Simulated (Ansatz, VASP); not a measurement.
**Hf: VASP beside Ansatz**

Contents of INCAR:

```
PREC = Accurate
ENCUT = 520
EDIFF = 1E-6
ISMEAR = 0
SIGMA = 0.15
LREAL = False
LASPH = True
NELM = 80
ALGO = Fast
ISIF = 2
LWAVE = False
LCHARG = False
GGA = PS
NBANDS = 17
```

The input KPOINTS:

```
Automatic mesh
0
Gamma
  18 18 10
```

Contents of POSCAR:

```
Hf
1.0
    3.1966985242      0.0000000000      0.0000000000
   -1.5983492621      2.7684221302      0.0000000000
    0.0000000000      0.0000000000      4.4887975000
Hf
2
Direct
    0.3333333333      0.6666666667      0.2500000000
    0.6666666667      0.3333333333      0.7500000000
```

Input for Ansatz:

```yaml
crystal:
  lattice:
    - [3.1966985242, 0.0, 0.0]
    - [-1.5983492621, 2.7684221302, 0.0]
    - [0.0, 0.0, 4.4887975]
  atoms:
    - { symbol: Hf, position: [0.3333333333, 0.6666666667, 0.25] }
    - { symbol: Hf, position: [0.6666666667, 0.3333333333, 0.75] }
basis:
  ecutwfc: 420
kpoints:
  mp_grid: { grid: [18, 18, 10] }
hamiltonian:
  xc: pbesol
scf:
  occupations: { method: gaussian, width: 0.15 }
output:
  forces: true
  stress: true
  eigenvalues: true
```

Change from the starting cell: strain -0.1125 x Voigt [0, 0, 1, 0, 0, 0], atoms carried along.

Alike in both runs: task single point; functional PBEsol; k mesh 18 × 18 × 10; occupations gaussian, width 0.15 eV; no spin polarisation.

```csv
,VASP,Ansatz
version,VASP 6.6.1,Ansatz 0.2.0
potentials or method,"VASP PAW PBE potentials, release 64 (Hf_pv), cutoff 520 eV","scalar-relativistic, plane waves, PAW"
valence electrons in the cell,20,52
```

Ansatz gave:

| Item | Value |
| --- | --- |
| gap on the k mesh at the Fermi level (eV) | none |
| pressure (GPa) | 12.2 |
| traceless stress, the component that is largest in VASP (GPa) | 11.30 |

**Question.** What did VASP give for the same quantities?

**Answer.** gap on the k mesh at the Fermi level (eV): none; pressure (GPa): 11.8; traceless stress, the component that is largest in VASP (GPa): 11.31.

VASP's potentials were made for PBE, not for PBEsol. A gap of «none» marks a metal or a gap that the smearing closes. VASP's potentials hold 20 valence electrons a cell and Ansatz's 52, so a difference there can come from the potentials and not from the codes.

Neither program's run includes spin-orbit coupling.
